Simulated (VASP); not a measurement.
# Fe (P6_3/mmc) in VASP: notebook

Runs on Fe. Level: PBEsol. Tasks: single point, relaxation of cell and atoms.

Program: VASP 6.6.1. These are calculated values, not measurements. Logs are shortened: lines on timing, memory, paths and dates and some standing lists are left out, and cuts for length are marked.

## Step 1: The cell of the first run

It takes space group P6_3/mmc (No. 194, hexagonal). Conventional cell: a = 2.430 Å, b = 2.430 Å, c = 3.839 Å, α = 90.00°, β = 90.00°, γ = 120.00°. Within 3.1 Å of Fe (site symmetry -6m2) lie 12 Fe at 2.38 to 2.43 Å.

This isn't the form of Fe at room conditions, which is bcc.

## Step 2: Single point, PBEsol, collinear spin, antiferromagnetic start

Contents of INCAR:

```
PREC     = Accurate       # precision mode
ENCUT    = 520            # plane-wave cutoff, eV
EDIFF    = 1E-6           # SCF threshold, eV
ISMEAR   = -1             # smearing method
SIGMA    = 0.05           # smearing width, eV
LREAL    = F              # projectors in reciprocal space
LASPH    = T              # aspherical terms in the spheres
NELM     = 150            # most SCF steps
ALGO     = Normal         # electronic algorithm
ISIF     = 2              # what is computed and relaxed
LWAVE    = F              # write WAVECAR
LCHARG   = F              # write CHGCAR
ISPIN    = 2              # spin polarisation
MAGMOM   = 2.5 -2.5       # initial moments
LORBIT   = 11             # projections on sites
LMAXMIX  = 4              # l up to which the mixer works
GGA      = PS             # functional
NBANDS   = 19             # bands
```

Contents of KPOINTS:

```
regular mesh
0
Gamma
  14 14 8
```

Contents of POSCAR:

```
Fe
1.0
    2.4300542358      0.0000000000      0.0000000000
   -1.2150271179      2.1044887008      0.0000000000
    0.0000000000      0.0000000000      3.8389233656
Fe
2
Direct
    0.3333333333      0.6666666667      0.2500000000
    0.6666666667      0.3333333333      0.7500000000
```

Potentials or basis: VASP PAW PBE potentials, release 64 (Fe).

On the command line:

```console
cat potpaw_PBE.64/Fe/POTCAR > POTCAR
mpirun -np 1 vasp_std > vasp.out
```

OUTCAR:

```text
PREC = Accurate
   ENCUT = 520
   EDIFF = 1E-6
   ISMEAR = -1
   LREAL = F
   LASPH = T
   NELM = 150
   ISIF = 2
   ISPIN = 2
   LORBIT = 11
   GGA = PS

 ion  position               nearest neighbor table
   1  0.333  0.667  0.250-   2 2.38   2 2.38   2 2.38   2 2.38   2 2.38   2 2.38
   2  0.667  0.333  0.750-   1 2.38   1 2.38   1 2.38   1 2.38   1 2.38   1 2.38

  LATTYP: Found a hexagonal cell.
 ALAT       =     2.4300542358
 C/A-ratio  =     1.5797685949

  Lattice vectors:

 A1 = (   2.4300542358,   0.0000000000,   0.0000000000)
 A2 = (  -1.2150271179,   2.1044887008,   0.0000000000)
 A3 = (   0.0000000000,   0.0000000000,   3.8389233656)

Analysis of symmetry for initial positions (statically):
=====================================================================
 Subroutine PRICEL returns:
 Original cell was already a primitive cell.

 Routine SETGRP: Setting up the symmetry group for a
 hexagonal supercell.

 Subroutine GETGRP returns: Found 24 space group operations
 (whereof 12 operations were pure point group operations)
 out of a pool of 24 trial point group operations.

The static configuration has the point symmetry D_3d.
 The point group associated with its full space group is D_6h.

Analysis of symmetry for dynamics (positions and initial velocities):
=====================================================================
 Subroutine PRICEL returns:
 Original cell was already a primitive cell.

 Routine SETGRP: Setting up the symmetry group for a
 hexagonal supercell.

 Subroutine GETGRP returns: Found 24 space group operations
 (whereof 12 operations were pure point group operations)
 out of a pool of 24 trial point group operations.

The dynamic configuration has the point symmetry D_3d.
 The point group associated with its full space group is D_6h.

Analysis of structural, dynamic, and magnetic symmetry:
=====================================================================
 Subroutine PRICEL returns:
 Original cell was already a primitive cell.

 Routine SETGRP: Setting up the symmetry group for a
 hexagonal supercell.

 Subroutine GETGRP returns: Found 24 space group operations
 (whereof 12 operations were pure point group operations)
 out of a pool of 24 trial point group operations.

The overall configuration has the point symmetry D_3d.
 The point group associated with its full space group is D_6h.

 Subroutine INISYM returns: Found 24 space group operations
 (whereof 12 operations are pure point group operations),
 and found     1 'primitive' translations

----------------------------------------------------------------------------------------

                                     Primitive cell

  volume of cell :      19.6323

  direct lattice vectors                    reciprocal lattice vectors
     2.430054236  0.000000000  0.000000000     0.411513449  0.237587401  0.000000000
    -1.215027118  2.104488701  0.000000000     0.000000000  0.475174801  0.000000000
     0.000000000  0.000000000  3.838923366     0.000000000  0.000000000  0.260489701

  length of vectors
     2.430054236  2.430054236  3.838923366     0.475174801  0.475174801  0.260489701

  position of ions in fractional coordinates (direct lattice)
     0.333333333  0.666666667  0.250000000
     0.666666667  0.333333333  0.750000000

  ion indices of the primitive-cell ions
   primitive index   ion index
                 1           1
                 2           2

----------------------------------------------------------------------------------------

 KPOINTS: regular mesh

Automatic generation of k-mesh.
 Grid dimensions read from file:
 generate k-points for:   14   14    8

 Generating k-lattice:

  Cartesian coordinates                     Fractional coordinates (reciprocal lattice)
     0.029393818  0.016970529  0.000000000     0.071428571  0.000000000  0.000000000
     0.000000000  0.033941057  0.000000000     0.000000000  0.071428571  0.000000000
     0.000000000  0.000000000  0.032561213     0.000000000  0.000000000  0.125000000

  Length of vectors
[... 46 lines left out ...]

 number of electron      16.0000008 magnetization      -0.0000000

 number of electron      16.0000008 magnetization       0.0000000

 Free energy of the ion-electron system (eV)
  ---------------------------------------------------
  ext. energy  EPLUGINS =         0.00000000
  ---------------------------------------------------
  free energy    TOTEN  =       -17.87980706 eV

  energy without entropy =      -17.85764269  energy(sigma->0) =      -17.86872488

 E-fermi :   7.1663     XC(G=0): -14.1730

 val. band max:        7.1635989619   @ k =   0.2857  -0.0000   0.2500
 cond. band min:       7.1676358907   @ k =   0.1429   0.1429   0.2500
 fundamental gap:      0.0040369288
 Fermi energy:         7.1663091281

 spin component 1

 k-point     1 :       0.0000    0.0000    0.0000
  band No.  band energies     occupation
      1      -2.0027      1.00000
      2       1.9847      1.00000
      3       5.4189      1.00000
      4       5.4189      1.00000
      5       5.5596      1.00000
      6       5.9162      1.00000
[... 11 lines left out ...]
     18      34.0596      0.00000
     19      34.8828      0.00000
[... 485 lines left out ...]
 k-point    24 :       0.3571    0.2857    0.0000
  band No.  band energies     occupation
      1       2.9062      1.00000
      2       3.3775      1.00000
      3       3.4192      1.00000
      4       3.8180      1.00000
      5       4.9678      1.00000
      6       5.1445      1.00000
[... 11 lines left out ...]
     18      25.2643      0.00000
     19      26.5657      0.00000

 [... further k-points ...]

 spin component 2

 k-point     1 :       0.0000    0.0000    0.0000
  band No.  band energies     occupation
      1      -2.0027      1.00000
      2       1.9847      1.00000
      3       5.4189      1.00000
      4       5.4189      1.00000
      5       5.5596      1.00000
      6       5.9162      1.00000
[... 11 lines left out ...]
     18      34.0596      0.00000
     19      34.8828      0.00000
[... 485 lines left out ...]
 k-point    24 :       0.3571    0.2857    0.0000
  band No.  band energies     occupation
      1       2.9062      1.00000
      2       3.3775      1.00000
      3       3.4192      1.00000
      4       3.8180      1.00000
      5       4.9678      1.00000
      6       5.1445      1.00000
[... 11 lines left out ...]
     18      25.2643      0.00000
     19      26.5657      0.00000

 [... further k-points ...]

------------------------ aborting loop because EDIFF is reached ----------------------------------------

  FORCE on cell =-STRESS in cart. coord.  units (eV):
  Direction    XX          YY          ZZ          XY          YZ          ZX
  --------------------------------------------------------------------------------------
  -------------------------------------------------------------------------------------
  Total       -0.0427102     -0.0427102     -0.0774009      0.0000000      0.0000000      0.0000000
  in kB       -3.4855434     -3.4855434     -6.3166207      0.0000000      0.0000000      0.0000000
  external PRESSURE =      -4.4292358 kB  Pullay stress =       0.0000000 kB

 VOLUME and BASIS-vectors are now :
 -----------------------------------------------------------------------------
  energy-cutoff  :      520.00
  volume of cell :       19.63
      direct lattice vectors                 reciprocal lattice vectors
     2.430054236  0.000000000  0.000000000     0.411513449  0.237587401  0.000000000
    -1.215027118  2.104488701  0.000000000     0.000000000  0.475174801  0.000000000
     0.000000000  0.000000000  3.838923366     0.000000000  0.000000000  0.260489701

 POSITION                                       TOTAL-FORCE (eV/Angst)
 -----------------------------------------------------------------------------------
     -0.00000      1.40299      0.95973        -0.000000      0.000000      0.000000
      1.21503      0.70150      2.87919         0.000000     -0.000000      0.000000
 -----------------------------------------------------------------------------------
    total drift:                                0.000000     -0.000000     -0.000000

  FREE ENERGIE OF THE ION-ELECTRON SYSTEM (eV)
  ---------------------------------------------------
  free  energy   TOTEN  =       -17.8798070576 eV

  energy  without entropy=      -17.8576426944  energy(sigma->0) =      -17.86872488

 total charge

# of ion       s       p       d       tot
------------------------------------------
    1        0.558   0.682   6.376   7.616
    2        0.558   0.682   6.376   7.616
--------------------------------------------------
tot          1.116   1.364  12.752  15.231

 magnetization (x)

# of ion       s       p       d       tot
------------------------------------------
    1        0.000  -0.000   0.000   0.000
    2       -0.000   0.000  -0.000  -0.000
--------------------------------------------------
tot          0.000   0.000   0.000   0.000
```

It took 47 s on 1 thread of Intel Xeon 6975P-C (Granite Rapids), shared host; peak memory 0.17 GiB.

What came out:

```yaml
Free_energy: -17.8798 eV
Pressure: -0.4 GPa
Band_gap_on_the_k_mesh: zero (filled and empty bands overlap)
Net_moment: 0.00 μB per cell
Valence_electrons_inside_the_program's_atomic_spheres: Fe 7.62
```

Caveat: the PAW data sets were made with another functional, which shifts forces and pressure a little.

## Step 3: Single point, PBEsol, collinear spin, antiferromagnetic start (8.64 Å³/atom)

This run uses another cell than the first one, of 8.64 Å³/atom.

Contents of INCAR:

```
SYSTEM = Fe
ALGO = Normal
EDIFF = 1E-6
ENCUT = 520
GGA = PS
ISIF = 2
ISMEAR = -1
ISPIN = 2
LASPH = .TRUE.
LCHARG = .FALSE.
LMAXMIX = 4
LORBIT = 11
LREAL = .FALSE.
LWAVE = .FALSE.
MAGMOM = 2.5 -2.5
NBANDS = 19
NELM = 150
PREC = Accurate
SIGMA = 0.05
```

Contents of KPOINTS:

```
k-points
0
G
  17 17 9
  0 0 0
```

Contents of POSCAR:

```
Fe
1.0
    2.3286820239      0.0000000000      0.0000000000
   -1.1643410120      2.0166977900      0.0000000000
    0.0000000000      0.0000000000      3.6787787287
Fe
2
Direct
    0.3333333333      0.6666666667      0.2500000000
    0.6666666667      0.3333333333      0.7500000000
```

Potentials or basis: VASP PAW PBE potentials, release 64 (Fe).

On the command line:

```console
cat potpaw_PBE.64/Fe/POTCAR > POTCAR
mpirun -np 1 vasp_std > vasp.out
```

Run time: 50 s. Hardware: 1 thread of Intel Xeon 6975P-C (Granite Rapids), shared host; peak memory 0.18 GiB.

It converged, with:

```
Free energy            : -17.5281 eV
Pressure               : 54.7 GPa
Band gap on the k mesh : zero (filled and empty bands overlap)
Net moment             : 0.00 μB per cell
```

Stress tensor (GPa, compression positive):
```
53.93  0.00  0.00
 0.00 53.93  0.00
 0.00  0.00 56.11
```

Levels at points of the mesh, in eV from the Fermi level:
Spin up:
| k point | band 4 | band 5 | band 6 | band 7 | band 8 | band 9 | band 10 | band 11 | band 12 | band 13 |
| --- | --- | --- | --- | --- | --- | --- | --- | --- | --- | --- |
| (0.00, 0.00, 0.00) | -2.14 | -1.95 | -1.53 | -1.53 | -1.08 | -1.08 | 0.63 | 0.90 | 0.90 | 10.60 |
Spin down:
```tsv
k point	band 4	band 5	band 6	band 7	band 8	band 9	band 10	band 11	band 12	band 13
(0.00, 0.00, 0.00)	-2.14	-1.95	-1.53	-1.53	-1.08	-1.08	0.63	0.90	0.90	10.60
```

Caveat: the cell stands under pressure; the PAW data sets were made with another functional, which shifts forces and pressure a little.

## Step 4: Single point, PBEsol, collinear spin, antiferromagnetic start (10.21 Å³/atom)

This run uses another cell than the first one, of 10.21 Å³/atom.

Contents of INCAR:

```
SYSTEM = Fe
  PREC = Accurate
  ENCUT = 520
  EDIFF = 1E-7
  ISMEAR = -1
  SIGMA = 0.05
  LREAL = .False.
  LASPH = .True.
  NELM = 150
  ALGO = Normal
  ISIF = 2
  LWAVE = .False.
  LCHARG = .True.
  ISPIN = 2
  MAGMOM = 2.5 -2.5
  LORBIT = 11
  LMAXMIX = 4
  GGA = PS
  LELF = .True.
  LVHAR = .True.
  NBANDS = 19
```

Contents of KPOINTS:

```
Automatic mesh
0
Gamma
  17 17 9
  0 0 0
```

Contents of POSCAR:

```
Fe
1.0
    2.4620323008      0.0000000000      0.0000000000
   -1.2310161504      2.1321825174      0.0000000000
    0.0000000000      0.0000000000      3.8894413084
Fe
2
Direct
    0.3333333333      0.6666666667      0.2500000000
    0.6666666667      0.3333333333      0.7500000000
```

On the command line:

```console
cat potpaw_PBE.64/Fe/POTCAR > POTCAR
mpirun -np 1 vasp_std > vasp.out
```

Run time: 82 s. Hardware: 1 thread of Intel Xeon 6975P-C (Granite Rapids), shared host; peak memory 0.19 GiB.

It converged, with:

| Item | Value |
| --- | --- |
| Free energy | -17.8485 eV |
| Pressure | -12.0 GPa |
| Band gap on the k mesh | zero (filled and empty bands overlap) |
| Net moment | 0.00 μB per cell |
| Valence electrons inside the program's atomic spheres | Fe 7.51 |

Stress tensor (GPa, compression positive):
```
-11.86   0.00   0.00
  0.00 -11.86   0.00
  0.00   0.00 -12.23
```

Levels at points of the mesh, in eV from the Fermi level:
Spin up:
| k point | band 6 | band 7 | band 8 | band 9 | band 10 | band 11 |
| --- | --- | --- | --- | --- | --- | --- |
| (0.00, 0.00, 0.00) | -1.19 | -1.19 | -0.85 | -0.85 | 0.52 | 0.72 |
Spin down:
```csv
k point,band 5,band 6,band 7,band 8,band 9,band 10,band 11,band 12
"(0.00, 0.00, 0.00)",-1.52,-1.19,-1.19,-0.85,-0.85,0.52,0.72,0.72
```

Caveat: the cell stands under tension; the PAW data sets were made with another functional, which shifts forces and pressure a little.

## Step 5: Relaxation of cell and atoms, PBEsol, collinear spin, antiferromagnetic start

This run uses another cell than the first one, of 11.78 Å³/atom.

Contents of INCAR:

```
SYSTEM = Fe
  ALGO = Normal
  EDIFF = 1E-7
  EDIFFG = -0.01
  ENCUT = 600
  GGA = PS
  IBRION = 2
  ISIF = 3
  ISMEAR = -1
  ISPIN = 2
  LASPH = .TRUE.
  LCHARG = .FALSE.
  LMAXMIX = 4
  LORBIT = 11
  LREAL = .FALSE.
  LWAVE = .FALSE.
  MAGMOM = 2.5 -2.5
  NELM = 150
  NSW = 80
  PREC = Accurate
  SIGMA = 0.05
```

Contents of KPOINTS:

```
k-points
0
G
  14 14 8
  0 0 0
```

Contents of POSCAR:

```
Fe
1.0
    2.5537576109      0.0000000000      0.0000000000
   -1.2768788055      2.2116189662      0.0000000000
    0.0000000000      0.0000000000      4.1702861787
Fe
2
Direct
    0.3333333333      0.6666666667      0.2500000000
    0.6666666667      0.3333333333      0.7500000000
```

On the command line:

```console
cat potpaw_PBE.64/Fe/POTCAR > POTCAR
mpirun -np 1 vasp_std > vasp.out
```

Run time: 3 min. Hardware: 1 thread of Intel Xeon 6975P-C (Granite Rapids), shared host; peak memory 0.21 GiB.

Results (log left out):

```yaml
Free_energy: -17.8808 eV
Relaxed_volume: 9.80 Å³/atom
Relaxed_cell: a = 2.429 Å, b = 2.429 Å, c = 3.836 Å, α = 90.00°, β = 90.00°, γ = 120.00°
Space_group_after_relaxing_to_0.1_Å: P6_3/mmc (No. 194)
Energy_gained_by_relaxing: 232.2 meV/atom
Ionic_steps: 8
Pressure_after_relaxing: 0.0 GPa
Band_gap_on_the_k_mesh: zero (filled and empty bands overlap)
Net_moment: 0.00 μB per cell
Valence_electrons_inside_the_program's_atomic_spheres: Fe 7.62
```

Stress tensor (GPa, compression positive):
```
 0.01  0.00  0.00
 0.00  0.01  0.00
 0.00  0.00 -0.13
```

The path:
```csv
step,energy change (eV),largest force (eV/Å),pressure (GPa),volume (Å³)
1,0.0000,0.0000,-23.98,23.55
2,-0.2938,0.0000,32.66,18.04
3,-0.4416,0.0000,0.52,19.58
4,-0.4416,0.0000,-0.71,19.65
5,-0.4565,0.0000,5.39,19.30
6,-0.4624,0.0000,3.05,19.42
7,-0.4610,0.0000,-3.89,19.85
8,-0.4644,0.0000,-0.04,19.60
```

Final structure:
```yaml
crystal:
  lattice:
    - [2.42904, 0.00000, 0.00000]
    - [-1.21452, 2.10361, 0.00000]
    - [0.00000, 0.00000, 3.83646]
  atoms:
    - { symbol: Fe, position: [0.33333, 0.66667, 0.25000] }
    - { symbol: Fe, position: [0.66667, 0.33333, 0.75000] }
```

Levels at points of the mesh, in eV from the Fermi level:
Spin up:
```csv
k point,band 5,band 6,band 7,band 8,band 9,band 10,band 11,band 12
"(0.00, 0.00, 0.00)",-1.61,-1.25,-1.25,-0.89,-0.89,0.54,0.76,0.76
"(0.50, 0.00, 0.00)",-2.08,-1.60,-1.12,0.87,1.11,1.16,2.81,5.04
"(0.00, 0.00, 0.50)",-1.88,-1.88,-1.88,-1.88,0.35,0.35,0.35,0.35
"(0.50, 0.00, 0.50)",-0.68,-0.68,0.11,0.11,1.02,1.02,2.57,2.57
```
Spin down:
| k point | band 4 | band 5 | band 6 | band 7 | band 8 | band 9 | band 10 | band 11 | band 12 |
| --- | --- | --- | --- | --- | --- | --- | --- | --- | --- |
| (0.00, 0.00, 0.00) | -1.75 | -1.61 | -1.25 | -1.25 | -0.89 | -0.89 | 0.54 | 0.76 | 0.76 |
| (0.50, 0.00, 0.00) | -2.15 | -2.08 | -1.60 | -1.12 | 0.87 | 1.11 | 1.16 | 2.81 | 5.04 |
| (0.00, 0.00, 0.50) | -2.19 | -1.88 | -1.88 | -1.88 | -1.88 | 0.35 | 0.35 | 0.35 | 0.35 |
| (0.50, 0.00, 0.50) | -3.33 | -0.68 | -0.68 | 0.11 | 0.11 | 1.02 | 1.02 | 2.57 | 2.57 |

Caveat: the volume moved by over 15 % at a fixed basis, so the end points are rough; the PAW data sets were made with another functional, which shifts forces and pressure a little.

## Step 6: Single point, PBEsol, collinear spin, ferromagnetic start (10.60 Å³/atom)

This run uses another cell than the first one, of 10.60 Å³/atom.

Contents of INCAR:

```
SYSTEM = Fe
PREC = Accurate
ENCUT = 520
EDIFF = 1E-6
ISMEAR = -1
SIGMA = 0.05
LREAL = .False.
LASPH = .True.
NELM = 150
ALGO = Normal
ISIF = 2
LWAVE = .False.
LCHARG = .True.
ISPIN = 2
MAGMOM = 2.5 2.5
LORBIT = 11
LMAXMIX = 4
GGA = PS
LELF = .True.
LVHAR = .True.
NBANDS = 19
```

Contents of KPOINTS:

```
regular mesh
0
Gamma
  17 17 9
  0 0 0
```

Contents of POSCAR:

```
Fe
1.0
    2.4932117450      0.0000000000      0.0000000000
   -1.2466058725      2.1591847082      0.0000000000
    0.0000000000      0.0000000000      3.9386988435
Fe
2
Direct
    0.3333333333      0.6666666667      0.2500000000
    0.6666666667      0.3333333333      0.7500000000
```

Potentials or basis: VASP PAW PBE potentials, release 64 (Fe).

On the command line:

```console
cat potpaw_PBE.64/Fe/POTCAR > POTCAR
mpirun -np 1 vasp_std > vasp.out
```

Wall time 1.8 min (1 thread of Intel Xeon Platinum 8259CL at 2.50GHz (Skylake/Cascade Lake), shared host); peak memory 0.21 GiB.

The run converged. Its results:

| Quantity | Value |
| --- | --- |
| Free energy | -17.7665 eV |
| Pressure | -21.1 GPa |
| Band gap on the k mesh | zero (filled and empty bands overlap) |
| Net moment | 0.00 μB per cell |
| Valence electrons inside the program's atomic spheres | Fe 7.42 |

Stress tensor (GPa, compression positive):
```
-20.87   0.00   0.00
  0.00 -20.87   0.00
  0.00   0.00 -21.63
```

Levels at points of the mesh, in eV from the Fermi level:
Spin up:
```
           k point  band 6  band 7  band 8  band 9  band 10  band 11
(0.00, 0.00, 0.00)   -1.12   -1.12   -0.80   -0.80     0.51     0.68
```
Spin down:
| k point | band 6 | band 7 | band 8 | band 9 | band 10 | band 11 |
| --- | --- | --- | --- | --- | --- | --- |
| (0.00, 0.00, 0.00) | -1.12 | -1.12 | -0.80 | -0.80 | 0.51 | 0.68 |

Caveat: the cell stands under tension; the PAW data sets were made with another functional, which shifts forces and pressure a little.
